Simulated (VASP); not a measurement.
# KZnF3 (P4/mmm) in VASP: notebook, part 2 of 2

VASP 6.6.1. The steps go on from the part before.

## 3. Single point, r2SCAN

This run uses another cell than the first one, of the same volume but with other edges.

Contents of POSCAR:

```
KZnF3
1.0
    3.6083214502      0.0000000000      0.0000000000
    0.0000000000      3.6083214502      0.0000000000
    0.0000000000      0.0000000000      5.1021665305
K Zn F
1 1 3
Direct
    0.0000000000      0.0000000000      0.0000000000
    0.5000000000      0.5000000000      0.5000000000
    0.5000000000      0.5000000000      0.0000000000
    0.0000000000      0.5000000000      0.5000000000
    0.5000000000      0.0000000000      0.5000000000
```

Contents of INCAR.step1:

```
  PREC = Accurate
  ENCUT = 520
  ISMEAR = 0
  SIGMA = 0.05
  LREAL = False
  LASPH = True
  NELM = 80
  NBANDS = 29
  GGA = PE
  ALGO = Normal
  EDIFF = 1E-4
  LWAVE = True
  LCHARG = False
```

Contents of INCAR.step2:

```
  PREC = Accurate
  ENCUT = 520
  EDIFF = 1E-6
  ISMEAR = 0
  SIGMA = 0.05
  LREAL = False
  LASPH = True
  NELM = 80
  ALGO = Normal
  ISIF = 2
  LWAVE = False
  LCHARG = False
  METAGGA = R2SCAN
  LMIXTAU = True
  NBANDS = 29
  ISTART = 1
```

Contents of KPOINTS:

```
Automatic mesh
0
Gamma
  6 6 6
```

Potentials or basis: VASP PAW PBE potentials, release 64 (K_sv, Zn, F).

Launch:

```bash
$ cat potpaw_PBE.64/K_sv/POTCAR potpaw_PBE.64/Zn/POTCAR potpaw_PBE.64/F/POTCAR > POTCAR
$ cp INCAR.step1 INCAR
$ mpirun -np 1 vasp_std > vasp.out
$ cp INCAR.step2 INCAR
$ mpirun -np 1 vasp_std > vasp.out
```

OUTCAR:

```text
PREC = Accurate
   ENCUT = 520
   EDIFF = 1E-6
   ISMEAR = 0
   LREAL = False
   LASPH = True
   NELM = 80
   ISIF = 2
   METAGGA = R2SCAN
   ISTART = 1

 ion  position               nearest neighbor table
   1  0.000  0.000  0.000-   3 2.55   3 2.55   3 2.55   3 2.55
   2  0.500  0.500  0.500-   4 1.80   5 1.80   5 1.80   4 1.80
   3  0.500  0.500  0.000-   1 2.55   1 2.55   1 2.55   1 2.55
   4  0.000  0.500  0.500-   2 1.80   2 1.80
   5  0.500  0.000  0.500-   2 1.80   2 1.80

  LATTYP: Found a simple tetragonal cell.
 ALAT       =     3.6083214502
 C/A-ratio  =     1.4140000000

  Lattice vectors:

 A1 = (   3.6083214502,   0.0000000000,   0.0000000000)
 A2 = (   0.0000000000,   3.6083214502,   0.0000000000)
 A3 = (   0.0000000000,   0.0000000000,   5.1021665305)

Analysis of symmetry for initial positions (statically):
=====================================================================
 Subroutine PRICEL returns:
 Original cell was already a primitive cell.

 Routine SETGRP: Setting up the symmetry group for a
 simple tetragonal supercell.

 Subroutine GETGRP returns: Found 16 space group operations
 (whereof 16 operations were pure point group operations)
 out of a pool of 16 trial point group operations.

The static configuration has the point symmetry D_4h.

Analysis of symmetry for dynamics (positions and initial velocities):
=====================================================================
 Subroutine PRICEL returns:
 Original cell was already a primitive cell.

 Routine SETGRP: Setting up the symmetry group for a
 simple tetragonal supercell.

 Subroutine GETGRP returns: Found 16 space group operations
 (whereof 16 operations were pure point group operations)
 out of a pool of 16 trial point group operations.

The dynamic configuration has the point symmetry D_4h.

 Subroutine INISYM returns: Found 16 space group operations
 (whereof 16 operations are pure point group operations),
 and found     1 'primitive' translations

----------------------------------------------------------------------------------------

                                     Primitive cell

  volume of cell :      66.4301

  direct lattice vectors                    reciprocal lattice vectors
     3.608321450  0.000000000  0.000000000     0.277137171  0.000000000  0.000000000
     0.000000000  3.608321450  0.000000000     0.000000000  0.277137171  0.000000000
     0.000000000  0.000000000  5.102166530     0.000000000  0.000000000  0.195995171

  length of vectors
     3.608321450  3.608321450  5.102166530     0.277137171  0.277137171  0.195995171

  position of ions in fractional coordinates (direct lattice)
     0.000000000  0.000000000  0.000000000
     0.500000000  0.500000000  0.500000000
     0.500000000  0.500000000  0.000000000
     0.000000000  0.500000000  0.500000000
     0.500000000  0.000000000  0.500000000

  ion indices of the primitive-cell ions
   primitive index   ion index
                 1           1
                 2           2
                 3           3
                 4           4
                 5           5

----------------------------------------------------------------------------------------

 KPOINTS: Automatic mesh

Automatic generation of k-mesh.
 Grid dimensions read from file:
 generate k-points for:    6    6    6

 Generating k-lattice:

  Cartesian coordinates                     Fractional coordinates (reciprocal lattice)
     0.046189529  0.000000000  0.000000000     0.166666667  0.000000000  0.000000000
     0.000000000  0.046189529  0.000000000     0.000000000  0.166666667  0.000000000
     0.000000000  0.000000000  0.032665862     0.000000000  0.000000000  0.166666667

  Length of vectors
     0.046189529  0.046189529  0.032665862

  Shift w.r.t. Gamma in fractional coordinates (k-lattice)
     0.000000000  0.000000000  0.000000000

 Subroutine IBZKPT returns following result:
 ===========================================

 Found     40 irreducible k-points:

 Following reciprocal coordinates:
            Coordinates               Weight
  0.000000  0.000000  0.000000      1.000000
  0.166667  0.000000  0.000000      4.000000
  0.333333  0.000000  0.000000      4.000000
  0.500000  0.000000  0.000000      2.000000
  0.166667  0.166667  0.000000      4.000000
  0.333333  0.166667  0.000000      8.000000
[... 16 lines left out ...]
  0.333333  0.000000  0.333333      8.000000
  0.500000  0.000000  0.333333      4.000000
 [... further k-points ...]
   k-points           NKPTS =     40   k-points in BZ     NKDIM =     40   number of bands    NBANDS=     29
   number of dos      NEDOS =    301   number of ions     NIONS =      5
   total plane-waves  NPLWV =  31360
   dimension x,y,z NGX =    28 NGY =   28 NGZ =   40
   dimension x,y,z NGXF=    56 NGYF=   56 NGZF=   80
   ions per type =               1   1   3
   NGX,Y,Z   is equivalent  to a cutoff of  12.90, 12.90, 13.03 a.u.
   NGXF,Y,Z  is equivalent  to a cutoff of  25.80, 25.80, 26.07 a.u.
 SYSTEM =  unknown system
   PREC   = accura    normal or accurate (medium, high low for compatibility)
   ISTART =      1    job   : 0-new  1-cont  2-samecut
   ICHARG =      0    charge: 1-file 2-atom 10-const
   ISPIN  =      1    spin polarized calculation?
   LNONCOLLINEAR =      F non collinear calculations
   LSORBIT =      F    spin-orbit coupling
   LASPH  =      T    aspherical Exc in radial PAW
   ENCUT  =  520.0 eV  38.22 Ry    6.18 a.u.   6.71  6.71  9.49*2*pi/ulx,y,z
   NELM   =     80;   NELMIN=  2; NELMDL=  0     # of ELM steps
   EDIFF  = 0.1E-05   stopping-criterion for ELM
   LREAL  =      F    real-space projection
   EDIFFG = 0.1E-04   stopping-criterion for IOM
   NSW    =      0    number of steps for IOM
   IBRION =     -1    ionic relax: 0-MD 1-quasi-New 2-CG
   NFREE  =      0    steps in history (QN), initial steepest desc. (CG)
   ISIF   =      2    stress and relaxation
   ISYM   =      2    0-nonsym 1-usesym 2-fastsym
   POTIM  = 0.5000    time-step for ionic-motion
   TEBEG  =    0.0;   TEEND  =   0.0 temperature during run
   PSTRESS=    0.0 pullay stress
   NELECT =      42.0000    total number of electrons
   NUPDOWN=      -1.0000    fix difference up-down
   EMIN   =  10.00;   EMAX   =-10.00  energy-range for DOS
   EFERMI =   0.00;   METHOD = LEGACY
   ISMEAR =     0;   SIGMA  =   0.05  broadening in eV -4-tet -1-fermi 0-gaus
   EFERMI_NEDOS =   21; number of points for ismear=-14 and -15
   IALGO  =     38    algorithm
   IMIX   =      4    mixing-type and parameters
     AMIX     =   0.40;   BMIX     =  1.00
     AMIX_MAG =   1.60;   BMIX_MAG =  1.00
  volume/ion in A,a.u.               =      13.29        89.66
  Fermi-wavevector in a.u.,A,eV,Ry     =   1.405086  2.655228 26.861528  1.974267
  Thomas-Fermi vector in A             =   2.527583
   LORBIT       =      0    0 simple, 1 ext, 2 COOP (PROOUT), +10 PAW based schemes
   METAGGA = R2SCAN    functional components
   LHFCALC =     F    Hartree Fock is set to
   AEXX    =    0.0000 exact exchange contribution
   IVDW    =     0    specifies the selected vdW correction
   LEPSILON=     F    determine dielectric tensor
   LRPA    =     F    only Hartree local field effects (RPA)
 non-spin polarized calculation
 Gauss-broadening in eV      SIGMA  =   0.05
  energy-cutoff  :      520.00
  volume of cell :       66.43
 maximum number of plane-waves:      1860
 NGX is ok and might be reduce to    28

 number of electron      42.0000010 magnetization

 Free energy of the ion-electron system (eV)
  ---------------------------------------------------
  ext. energy  EPLUGINS =         0.00000000
  ---------------------------------------------------
  free energy    TOTEN  =       -36.89597737 eV

  energy without entropy =      -36.89597737  energy(sigma->0) =      -36.89597737

 E-fermi :   0.6015     XC(G=0): -10.3973

 val. band max:        0.3208174698   @ k =   0.5000   0.5000   0.5000
 cond. band min:       3.7487965457   @ k =   0.0000   0.0000   0.0000
 fundamental gap:      3.4279790760
 Fermi energy:         0.6015062810

 k-point     1 :       0.0000    0.0000    0.0000
  band No.  band energies     occupation
      1     -29.2404      2.00000
      2     -25.2896      2.00000
      3     -24.3785      2.00000
      4     -22.3884      2.00000
      5     -12.1365      2.00000
      6     -11.8108      2.00000
[... 757 lines left out ...]
     28      11.6042      0.00000
     29      12.6488      0.00000

 [... further k-points ...]
[... 5 lines left out ...]
  --------------------------------------------------------------------------------------
  -------------------------------------------------------------------------------------
  Total       10.8880781     10.8880781     -2.7041615      0.0000000      0.0000000      0.0000000
  in kB      262.6012198    262.6012198    -65.2196011      0.0000000      0.0000000      0.0000000
  external PRESSURE =     153.3276129 kB  Pullay stress =       0.0000000 kB

 VOLUME and BASIS-vectors are now :
 -----------------------------------------------------------------------------
  energy-cutoff  :      520.00
  volume of cell :       66.43
      direct lattice vectors                 reciprocal lattice vectors
     3.608321450  0.000000000  0.000000000     0.277137171  0.000000000  0.000000000
     0.000000000  3.608321450  0.000000000     0.000000000  0.277137171  0.000000000
     0.000000000  0.000000000  5.102166530     0.000000000  0.000000000  0.195995171

 POSITION                                       TOTAL-FORCE (eV/Angst)
 -----------------------------------------------------------------------------------
      0.00000      0.00000      0.00000         0.000000      0.000000      0.000000
      1.80416      1.80416      2.55108         0.000000      0.000000      0.000000
      1.80416      1.80416      0.00000         0.000000      0.000000      0.000000
      0.00000      1.80416      2.55108         0.000000      0.000000      0.000000
      1.80416      0.00000      2.55108         0.000000      0.000000      0.000000
 -----------------------------------------------------------------------------------
    total drift:                                0.000000      0.000000      0.000000

  FREE ENERGIE OF THE ION-ELECTRON SYSTEM (eV)
  ---------------------------------------------------
  free  energy   TOTEN  =       -36.8959773718 eV

  energy  without entropy=      -36.8959773718  energy(sigma->0) =      -36.89597737
```

Wall time 4.5 min (1 thread of Intel Xeon Platinum 8488C (Sapphire Rapids), shared host); peak memory 0.23 GiB.

Results:

```yaml
Free_energy: -36.8960 eV
Pressure: 15.3 GPa
Band_gap_on_the_k_mesh: 3.43 eV (least direct gap 6.20 eV)
```

Stress tensor (GPa, compression positive):
```
26.26  0.00  0.00
 0.00 26.26  0.00
 0.00  0.00 -6.52
```

Caveat: the stress differs along the axes, from -7 to 26 GPa; the PAW data sets were made with another functional, which shifts forces and pressure a little.

## 4. Single point, r2SCAN

This run uses another cell than the first one, of the same volume but with other edges.

Edit POSCAR of step 3 so:

```diff
@@ -2,5 +2,5 @@
 1.0
-    3.6083214502      0.0000000000      0.0000000000
-    0.0000000000      3.6083214502      0.0000000000
-    0.0000000000      0.0000000000      5.1021665305
+    4.2754521275      0.0000000000      0.0000000000
+    0.0000000000      4.2754521275      0.0000000000
+    0.0000000000      0.0000000000      3.6341343084
 K Zn F
```

Contents of INCAR.step1:

```
SYSTEM = KZnF3
ALGO     = Normal         ! electronic algorithm
EDIFF    = 1E-4           ! SCF threshold, eV
ENCUT    = 520            ! plane-wave cutoff, eV
GGA      = PE             ! functional
ISMEAR   = 0              ! smearing method
LASPH    = .True.         ! aspherical terms in the spheres
LCHARG   = .False.        ! write CHGCAR
LREAL    = .False.        ! projectors in reciprocal space
LWAVE    = .True.         ! write WAVECAR
NBANDS   = 29             ! bands
NELM     = 100            ! most SCF steps
PREC     = Accurate       ! precision mode
SIGMA    = 0.05           ! smearing width, eV
```

Contents of INCAR.step2:

```
SYSTEM = KZnF3
ALGO     = Normal         ! electronic algorithm
EDIFF    = 1E-7           ! SCF threshold, eV
ENCUT    = 520            ! plane-wave cutoff, eV
ISIF     = 2              ! what is computed and relaxed
ISMEAR   = 0              ! smearing method
ISTART   = 1            
LASPH    = .True.         ! aspherical terms in the spheres
LCHARG   = .False.        ! write CHGCAR
LMIXTAU  = .True.       
LREAL    = .False.        ! projectors in reciprocal space
LWAVE    = .False.        ! write WAVECAR
METAGGA  = R2SCAN         ! meta-GGA
NBANDS   = 29             ! bands
NELM     = 100            ! most SCF steps
PREC     = Accurate       ! precision mode
SIGMA    = 0.05           ! smearing width, eV
```

Contents of KPOINTS:

```
k-points
0
Gamma
  6 6 6
  0 0 0
```

Launch:

```bash
$ cat potpaw_PBE.64/K_sv/POTCAR potpaw_PBE.64/Zn/POTCAR potpaw_PBE.64/F/POTCAR > POTCAR
$ cp INCAR.step1 INCAR
$ mpirun -np 1 vasp_std > vasp.out
$ cp INCAR.step2 INCAR
$ mpirun -np 1 vasp_std > vasp.out
```

It took 3.9 min on 1 thread of Intel Xeon Platinum 8488C (Sapphire Rapids), shared host; peak memory 0.22 GiB.

Results (log left out):

```
Free energy            : -37.9484 eV
Pressure               : 3.6 GPa
Band gap on the k mesh : 4.25 eV (least direct gap 6.48 eV)
```

Stress tensor (GPa, compression positive):
```
-3.07  0.00  0.00
 0.00 -3.07  0.00
 0.00  0.00 17.05
```

Levels at points of the mesh, in eV from the valence-band top:
```tsv
k point	band 19	band 20	band 21	band 22	band 23	band 24
(0.00, 0.00, 0.00)	-2.24	-2.24	-2.23	4.25	8.53	9.28
(0.50, 0.00, 0.00)	-2.19	-2.06	-1.95	6.67	8.30	9.47
(0.50, 0.50, 0.00)	-2.15	-2.02	-0.90	8.01	9.76	10.05
(0.00, 0.00, 0.50)	-2.23	-2.23	-1.86	7.79	9.12	10.68
(0.50, 0.00, 0.50)	-2.25	-2.08	-0.24	8.70	10.28	10.75
(0.50, 0.50, 0.50)	-1.97	-0.89	0.00	8.52	8.52	8.94
```

Caveat: the stress differs along the axes, from -3 to 17 GPa; the PAW data sets were made with another functional, which shifts forces and pressure a little. A k mesh can miss the band edges.

## 5. Single point, r2SCAN

This run uses another cell than the first one, of the same volume but with other edges.

Edit POSCAR of step 4 so:

```diff
@@ -2,5 +2,5 @@
 1.0
-    4.2754521275      0.0000000000      0.0000000000
-    0.0000000000      4.2754521275      0.0000000000
-    0.0000000000      0.0000000000      3.6341343084
+    3.8111959170      0.0000000000      0.0000000000
+    0.0000000000      3.8111959170      0.0000000000
+    0.0000000000      0.0000000000      4.5734351004
 K Zn F
```

Contents of INCAR.step1:

```
ALGO = Normal
EDIFF = 1E-4
ENCUT = 520
GGA = PE
ISMEAR = 0
LASPH = T
LCHARG = F
LREAL = F
LWAVE = T
NBANDS = 29
NELM = 60
PREC = Accurate
SIGMA = 0.05
```

Contents of INCAR.step2:

```
ALGO = Normal
EDIFF = 1E-6
ENCUT = 520
ISIF = 2
ISMEAR = 0
ISTART = 1
LASPH = T
LCHARG = T
LELF = T
LMIXTAU = T
LREAL = F
LVHAR = T
LWAVE = F
METAGGA = R2SCAN
NBANDS = 29
NELM = 60
PREC = Accurate
SIGMA = 0.05
```

Contents of KPOINTS:

```
k-points
0
Gamma
  6 6 6
```

Launch:

```bash
$ cat potpaw_PBE.64/K_sv/POTCAR potpaw_PBE.64/Zn/POTCAR potpaw_PBE.64/F/POTCAR > POTCAR
$ cp INCAR.step1 INCAR
$ mpirun -np 1 vasp_std > vasp.out
$ cp INCAR.step2 INCAR
$ mpirun -np 1 vasp_std > vasp.out
```

Run time: 2.8 min. Hardware: 1 thread of Intel Xeon Platinum 8488C (Sapphire Rapids), shared host; peak memory 0.22 GiB.

The run converged. Its results:

| Property | Result |
| --- | --- |
| Free energy | -37.9603 eV |
| Pressure | 4.2 GPa |
| Band gap on the k mesh | 4.04 eV (least direct gap 6.32 eV) |

Stress tensor (GPa, compression positive):
```
 9.35  0.00  0.00
 0.00  9.35  0.00
 0.00  0.00 -6.04
```

Levels at points of the mesh, in eV from the valence-band top:
```
           k point  band 19  band 20  band 21  band 22  band 23  band 24
(0.00, 0.00, 0.00)    -2.47    -2.28    -2.28     4.04     8.35     9.09
(0.50, 0.00, 0.00)    -2.50    -2.38    -1.98     7.20     8.55    10.06
(0.50, 0.50, 0.00)    -2.44    -2.37     0.00     8.77    10.57    10.64
(0.00, 0.00, 0.50)    -2.25    -2.21    -2.21     6.12     7.91     8.91
(0.50, 0.00, 0.50)    -2.41    -2.28    -0.93     8.04     9.48    10.02
(0.50, 0.50, 0.50)    -2.15    -1.21     0.00     8.18     8.54     8.54
```

Caveat: the stress differs along the axes, from -6 to 9 GPa; the PAW data sets were made with another functional, which shifts forces and pressure a little. A k mesh can miss the band edges.

## 6. Single point, r2SCAN

This run uses another cell than the first one, of the same volume but with other edges.

Edit POSCAR of step 5 so:

```diff
@@ -2,5 +2,5 @@
 1.0
-    3.8111959170      0.0000000000      0.0000000000
-    0.0000000000      3.8111959170      0.0000000000
-    0.0000000000      0.0000000000      4.5734351004
+    4.3997043004      0.0000000000      0.0000000000
+    0.0000000000      4.3997043004      0.0000000000
+    0.0000000000      0.0000000000      3.4317693543
 K Zn F
```

Contents of INCAR.step1:

```
SYSTEM = KZnF3
  ALGO = Normal
  EDIFF = 1E-4
  ENCUT = 520
  GGA = PE
  ISMEAR = 0
  LASPH = .TRUE.
  LCHARG = .FALSE.
  LREAL = .FALSE.
  LWAVE = .TRUE.
  NBANDS = 29
  NELM = 80
  PREC = Accurate
  SIGMA = 0.05
```

Contents of INCAR.step2:

```
SYSTEM = KZnF3
  ALGO = Normal
  EDIFF = 1E-6
  ENCUT = 520
  ISIF = 2
  ISMEAR = 0
  ISTART = 1
  LASPH = .TRUE.
  LCHARG = .FALSE.
  LMIXTAU = .TRUE.
  LREAL = .FALSE.
  LWAVE = .FALSE.
  METAGGA = R2SCAN
  NBANDS = 29
  NELM = 80
  PREC = Accurate
  SIGMA = 0.05
```

Contents of KPOINTS:

```
k-points
0
G
  6 6 6
  0 0 0
```

Potentials or basis: VASP PAW PBE potentials, release 64 (K_sv, Zn, F).

Launch:

```bash
$ cat potpaw_PBE.64/K_sv/POTCAR potpaw_PBE.64/Zn/POTCAR potpaw_PBE.64/F/POTCAR > POTCAR
$ cp INCAR.step1 INCAR
$ mpirun -np 1 vasp_std > vasp.out
$ cp INCAR.step2 INCAR
$ mpirun -np 1 vasp_std > vasp.out
```

Run time: 2.5 min. Hardware: 1 thread of Intel Xeon Platinum 8488C (Sapphire Rapids), shared host; peak memory 0.24 GiB.

Results (log left out):

```
Free energy            : -37.2647 eV
Pressure               : 8.7 GPa
Band gap on the k mesh : 4.25 eV (least direct gap 6.38 eV)
```

Stress tensor (GPa, compression positive):
```
-4.14  0.00  0.00
 0.00 -4.14  0.00
 0.00  0.00 34.30
```

Levels at points of the mesh, in eV from the valence-band top:
```csv
k point,band 19,band 20,band 21,band 22,band 23,band 24
"(0.00, 0.00, 0.00)",-2.25,-2.16,-2.12,4.25,8.23,9.40
"(0.50, 0.00, 0.00)",-2.23,-2.06,-2.04,6.49,7.97,9.15
"(0.50, 0.50, 0.00)",-2.12,-2.12,-1.26,7.73,9.25,9.61
"(0.00, 0.00, 0.50)",-2.34,-2.34,-2.01,8.21,9.29,10.77
"(0.50, 0.00, 0.50)",-2.35,-2.19,-0.34,8.72,9.94,10.83
"(0.50, 0.50, 0.50)",-2.04,-1.24,0.00,8.17,8.17,8.84
```

Caveat: the stress differs along the axes, from -4 to 34 GPa; the PAW data sets were made with another functional, which shifts forces and pressure a little.

## 7. Summary

```tsv
cell	gap on the mesh (eV)	pressure (GPa)
a = 4.546, b = 4.546, c = 3.214 Å, 5 atoms	4.40	18.1
a = 3.608, b = 3.608, c = 5.102 Å, 5 atoms	3.43	15.3
a = 4.275, b = 4.275, c = 3.634 Å, 5 atoms	4.25	3.6
a = 3.811, b = 3.811, c = 4.573 Å, 5 atoms	4.04	4.2
a = 4.400, b = 4.400, c = 3.432 Å, 5 atoms	4.25	8.7
```

Alike in all rows: task single point; level r2SCAN; potentials or basis VASP PAW PBE potentials, release 64 (K_sv, Zn, F); no spin polarisation; k mesh 6 × 6 × 6; cutoff (eV) 520; smearing gaussian 0.05 eV.

Caveats: the PAW data sets were made with another functional, which shifts forces and pressure a little; the stress differs along the axes, from -5 to 64 GPa (at least some runs); the stress differs along the axes, from -7 to 26 GPa (at least some runs); the stress differs along the axes, from -3 to 17 GPa (at least some runs); the stress differs along the axes, from -6 to 9 GPa (at least some runs); the stress differs along the axes, from -4 to 34 GPa (at least some runs).

Total energies depend on the potentials used, so only differences within one code and one set of settings carry meaning.
